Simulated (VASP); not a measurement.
# Cd (R-3m) in VASP: a series of runs, part 2 of 2

VASP 6.6.1. The steps go on from the part before.

## Step 4: Single point, r2SCAN

This run uses another cell than the first one, of 21.94 Å³/atom.

POSCAR reads:

```
Cd
1.0
    1.6080291515      0.9283960635      2.4492874100
   -1.6080291515      0.9283960635      2.4492874100
    0.0000000000     -1.8567921270      2.4492874100
Cd
1
Direct
    0.0000000000      0.0000000000      0.0000000000
```

INCAR.step1 reads:

```
ALGO = Normal ; EDIFF = 1E-4
ENCUT = 520 ; GGA = PE
ISMEAR = 1 ; LASPH = True
LCHARG = False ; LREAL = False
LWAVE = True ; NBANDS = 12
NELM = 100 ; PREC = Accurate
SIGMA = 0.1
```

INCAR.step2 reads:

```
ALGO = Normal ; EDIFF = 1E-6
ENCUT = 520 ; ISIF = 2
ISMEAR = 1 ; ISTART = 1
LASPH = True ; LCHARG = True
LELF = True ; LMIXTAU = True
LREAL = False ; LVHAR = True
LWAVE = False ; METAGGA = R2SCAN
NBANDS = 12 ; NELM = 100
PREC = Accurate ; SIGMA = 0.1
```

KPOINTS reads:

```
k-points
0
Gamma
  10 10 10
```

Potentials or basis: VASP PAW PBE potentials, release 64 (Cd).

On the command line:

```bash
$ cat potpaw_PBE.64/Cd/POTCAR > POTCAR
$ cp INCAR.step1 INCAR
$ mpirun -np 1 vasp_std > vasp.out
$ cp INCAR.step2 INCAR
$ mpirun -np 1 vasp_std > vasp.out
```

OUTCAR:

```text
EDIFF = 1E-6
   ENCUT = 520
   ISIF = 2
   ISMEAR = 1
   ISTART = 1
   LASPH = True
   LREAL = False
   METAGGA = R2SCAN
   NELM = 100
   PREC = Accurate

 ion  position               nearest neighbor table
   1  0.000  0.000  0.000-

  LATTYP: Found a trigonal (rhomboedric) cell.
 ALAT       =     3.0735461310
 COS(alpha) =     0.4525576903

  Lattice vectors:

 A1 = (   1.6080291515,   0.9283960635,   2.4492874100)
 A2 = (  -1.6080291515,   0.9283960635,   2.4492874100)
 A3 = (   0.0000000000,  -1.8567921270,   2.4492874100)

Analysis of symmetry for initial positions (statically):
=====================================================================
 Subroutine PRICEL returns:
 Original cell was already a primitive cell.

 Routine SETGRP: Setting up the symmetry group for a
 trigonal (rhombohedral) supercell.

 Subroutine GETGRP returns: Found 12 space group operations
 (whereof 12 operations were pure point group operations)
 out of a pool of 12 trial point group operations.

The static configuration has the point symmetry D_3d.

Analysis of symmetry for dynamics (positions and initial velocities):
=====================================================================
 Subroutine PRICEL returns:
 Original cell was already a primitive cell.

 Routine SETGRP: Setting up the symmetry group for a
 trigonal (rhombohedral) supercell.

 Subroutine GETGRP returns: Found 12 space group operations
 (whereof 12 operations were pure point group operations)
 out of a pool of 12 trial point group operations.

The dynamic configuration has the point symmetry D_3d.

 Subroutine INISYM returns: Found 12 space group operations
 (whereof 12 operations are pure point group operations),
 and found     1 'primitive' translations

----------------------------------------------------------------------------------------

                                     Primitive cell

  volume of cell :      21.9391

  direct lattice vectors                    reciprocal lattice vectors
     1.608029152  0.928396064  2.449287410     0.310939637  0.179521083  0.136094005
    -1.608029152  0.928396064  2.449287410    -0.310939637  0.179521083  0.136094005
     0.000000000 -1.856792127  2.449287410     0.000000000 -0.359042166  0.136094005

  length of vectors
     3.073546131  3.073546131  3.073546131     0.383969862  0.383969862  0.383969862

  position of ions in fractional coordinates (direct lattice)
     0.000000000  0.000000000  0.000000000

  ion indices of the primitive-cell ions
   primitive index   ion index
                 1           1

----------------------------------------------------------------------------------------

 KPOINTS: k-points

Automatic generation of k-mesh.
 Grid dimensions read from file:
 generate k-points for:   10   10   10

 Generating k-lattice:

  Cartesian coordinates                     Fractional coordinates (reciprocal lattice)
     0.031093964  0.017952108  0.013609401     0.100000000 -0.000000000  0.000000000
    -0.031093964  0.017952108  0.013609401    -0.000000000  0.100000000  0.000000000
     0.000000000 -0.035904217  0.013609401     0.000000000  0.000000000  0.100000000

  Length of vectors
     0.038396986  0.038396986  0.038396986

  Shift w.r.t. Gamma in fractional coordinates (k-lattice)
     0.000000000  0.000000000  0.000000000

 Subroutine IBZKPT returns following result:
 ===========================================

 Found    116 irreducible k-points:

 Following reciprocal coordinates:
            Coordinates               Weight
  0.000000  0.000000  0.000000      1.000000
  0.100000  0.000000 -0.000000      6.000000
  0.200000  0.000000 -0.000000      6.000000
  0.300000  0.000000 -0.000000      6.000000
  0.400000 -0.000000  0.000000      6.000000
  0.500000 -0.000000  0.000000      3.000000
[... 16 lines left out ...]
  0.300000  0.300000 -0.000000      6.000000
  0.400000  0.300000  0.000000     12.000000
 [... further k-points ...]
   k-points           NKPTS =    116   k-points in BZ     NKDIM =    116   number of bands    NBANDS=     12
   number of dos      NEDOS =    301   number of ions     NIONS =      1
   total plane-waves  NPLWV =  13824
   dimension x,y,z NGX =    24 NGY =   24 NGZ =   24
   dimension x,y,z NGXF=    48 NGYF=   48 NGZF=   48
   ions per type =               1
   NGX,Y,Z   is equivalent  to a cutoff of  12.98, 12.98, 12.98 a.u.
   NGXF,Y,Z  is equivalent  to a cutoff of  25.96, 25.96, 25.96 a.u.
 SYSTEM =  unknown system
   PREC   = accura    normal or accurate (medium, high low for compatibility)
   ISTART =      1    job   : 0-new  1-cont  2-samecut
   ICHARG =      0    charge: 1-file 2-atom 10-const
   ISPIN  =      1    spin polarized calculation?
   LNONCOLLINEAR =      F non collinear calculations
   LSORBIT =      F    spin-orbit coupling
   LASPH  =      T    aspherical Exc in radial PAW
   ENCUT  =  520.0 eV  38.22 Ry    6.18 a.u.   5.71  5.71  5.71*2*pi/ulx,y,z
   NELM   =    100;   NELMIN=  2; NELMDL=  0     # of ELM steps
   EDIFF  = 0.1E-05   stopping-criterion for ELM
   LREAL  =      F    real-space projection
   EDIFFG = 0.1E-04   stopping-criterion for IOM
   NSW    =      0    number of steps for IOM
   IBRION =     -1    ionic relax: 0-MD 1-quasi-New 2-CG
   NFREE  =      0    steps in history (QN), initial steepest desc. (CG)
   ISIF   =      2    stress and relaxation
   ISYM   =      2    0-nonsym 1-usesym 2-fastsym
   POTIM  = 0.5000    time-step for ionic-motion
   TEBEG  =    0.0;   TEEND  =   0.0 temperature during run
   PSTRESS=    0.0 pullay stress
   NELECT =      12.0000    total number of electrons
   NUPDOWN=      -1.0000    fix difference up-down
   EMIN   =  10.00;   EMAX   =-10.00  energy-range for DOS
   EFERMI =   0.00;   METHOD = LEGACY
   ISMEAR =     1;   SIGMA  =   0.10  broadening in eV -4-tet -1-fermi 0-gaus
   EFERMI_NEDOS =   21; number of points for ismear=-14 and -15
   IALGO  =     38    algorithm
   IMIX   =      4    mixing-type and parameters
     AMIX     =   0.40;   BMIX     =  1.00
     AMIX_MAG =   1.60;   BMIX_MAG =  1.00
  volume/ion in A,a.u.               =      21.94       148.05
  Fermi-wavevector in a.u.,A,eV,Ry     =   1.338842  2.530044 24.388398  1.792497
  Thomas-Fermi vector in A             =   2.467280
   LORBIT       =      0    0 simple, 1 ext, 2 COOP (PROOUT), +10 PAW based schemes
   METAGGA = R2SCAN    functional components
   LHFCALC =     F    Hartree Fock is set to
   AEXX    =    0.0000 exact exchange contribution
   IVDW    =     0    specifies the selected vdW correction
   LEPSILON=     F    determine dielectric tensor
   LRPA    =     F    only Hartree local field effects (RPA)
 non-spin polarized calculation
 Methfessel and Paxton  Order N= 1 SIGMA  =   0.10
  energy-cutoff  :      520.00
  volume of cell :       21.94
 maximum number of plane-waves:       602
   NGX = 11   NGY = 11   NGZ = 11

 number of electron      11.9999997 magnetization

 Free energy of the ion-electron system (eV)
  ---------------------------------------------------
  ext. energy  EPLUGINS =         0.00000000
  ---------------------------------------------------
  free energy    TOTEN  =       -20.08064581 eV

  energy without entropy =      -20.08095908  energy(sigma->0) =      -20.08075023

 E-fermi :   2.8135     XC(G=0): -11.7278

 val. band max:        2.8059105995   @ k =  -0.4000   0.5000   0.4000
 cond. band min:       2.9216372134   @ k =  -0.4000  -0.4000   0.2000
 fundamental gap:      0.1157266139
 Fermi energy:         2.8135132413

 k-point     1 :       0.0000    0.0000    0.0000
  band No.  band energies     occupation
      1      -6.9090      2.00000
      2      -6.9090      2.00000
      3      -6.6866      2.00000
      4      -6.3350      2.00000
      5      -6.3350      2.00000
      6      -6.3115      2.00000
      7      16.7901      0.00000
      8      17.6102      0.00000
      9      17.6102      0.00000
     10      20.6011      0.00000
     11      21.0362      0.00000
     12      21.0362      0.00000
[... 331 lines left out ...]
 k-point    24 :       0.4000    0.3000    0.0000
  band No.  band energies     occupation
      1      -7.3335      2.00000
      2      -7.1056      2.00000
      3      -6.2014      2.00000
      4      -6.1968      2.00000
      5      -5.9867      2.00000
      6      -1.4999      2.00000
      7       8.3350      0.00000
      8       9.6927      0.00000
      9      11.9912      0.00000
     10      15.3567      0.00000
     11      15.8975      0.00000
     12      27.3940      0.00000

 [... further k-points ...]

------------------------ aborting loop because EDIFF is reached ----------------------------------------

  FORCE on cell =-STRESS in cart. coord.  units (eV):
  Direction    XX          YY          ZZ          XY          YZ          ZX
  --------------------------------------------------------------------------------------
  -------------------------------------------------------------------------------------
  Total        0.0177815      0.0177815     -0.0201853      0.0000000      0.0000000      0.0000000
  in kB        1.2985526      1.2985526     -1.4741058      0.0000000      0.0000000      0.0000000
  external PRESSURE =       0.3743332 kB  Pullay stress =       0.0000000 kB

 VOLUME and BASIS-vectors are now :
 -----------------------------------------------------------------------------
  energy-cutoff  :      520.00
  volume of cell :       21.94
      direct lattice vectors                 reciprocal lattice vectors
     1.608029152  0.928396064  2.449287410     0.310939637  0.179521083  0.136094005
    -1.608029152  0.928396064  2.449287410    -0.310939637  0.179521083  0.136094005
     0.000000000 -1.856792127  2.449287410     0.000000000 -0.359042166  0.136094005

 POSITION                                       TOTAL-FORCE (eV/Angst)
 -----------------------------------------------------------------------------------
      0.00000      0.00000      0.00000         0.000000      0.000000     -0.000000
 -----------------------------------------------------------------------------------
    total drift:                                0.000000      0.000000      0.000000

  FREE ENERGIE OF THE ION-ELECTRON SYSTEM (eV)
  ---------------------------------------------------
  free  energy   TOTEN  =       -20.0806458073 eV

  energy  without entropy=      -20.0809590755  energy(sigma->0) =      -20.08075023
```

OSZICAR.step1:

```text
N       E                     dE             d eps       ncg     rms          rms(c)
DAV:   1     0.715573646575E+02    0.71557E+02   -0.69267E+03  2944   0.989E+02
DAV:   2     0.516340140775E+00   -0.71041E+02   -0.67526E+02  3000   0.241E+02
DAV:   3    -0.779505985205E+00   -0.12958E+01   -0.12952E+01  3368   0.364E+01
DAV:   4    -0.781107463198E+00   -0.16015E-02   -0.16014E-02  3108   0.126E+00
DAV:   5    -0.781111030549E+00   -0.35674E-05   -0.35673E-05  2620   0.607E-02    0.304E+00
DAV:   6    -0.737552102011E+00    0.43559E-01   -0.11925E-01  3336   0.439E+00    0.244E+00
DAV:   7    -0.735616326089E+00    0.19358E-02   -0.11135E-02  3260   0.111E+00    0.121E+00
DAV:   8    -0.735821488603E+00   -0.20516E-03   -0.14350E-03  2980   0.510E-01    0.584E-02
DAV:   9    -0.735851633790E+00   -0.30145E-04   -0.11650E-05  1600   0.326E-02
   1 F= -.73585163E+00 E0= -.73584271E+00  d E =-.267824E-04
```

It took 72 s on 1 thread of AMD EPYC 7R13 (Zen 3), shared host; peak memory 0.13 GiB.

What came out:

| Item | Value |
| --- | --- |
| Free energy | -20.0806 eV |
| Pressure | 0.0 GPa |
| Band gap on the k mesh | zero (bands 6 and 7 overlap by 2.93 eV) |

Caveat: the PAW data sets were made with another functional, which shifts forces and pressure a little.

## Step 5: The runs side by side

| level | cell | smearing | gap on the mesh (eV) | pressure (GPa) |
| --- | --- | --- | --- | --- |
| PBE | a = 3.094 Å, angles 63.1°, 1 atom | fermi-dirac 0.05 eV | none | 1.3 |
| PBEsol | a = 3.074 Å, angles 63.1°, 1 atom | gaussian 0.05 eV | none | -1.9 |
| r2SCAN | a = 3.074 Å, angles 63.1°, 1 atom | methfessel-paxton 0.1 eV | none | 0.0 |

Alike in all rows: task single point; potentials or basis VASP PAW PBE potentials, release 64 (Cd); no spin polarisation; k mesh 10 × 10 × 10; cutoff (eV) 520.

Caveats: the PAW data sets were made with another functional, which shifts forces and pressure a little (at least some runs).

Total energies depend on the potentials used, so only differences within one code and one set of settings carry meaning.
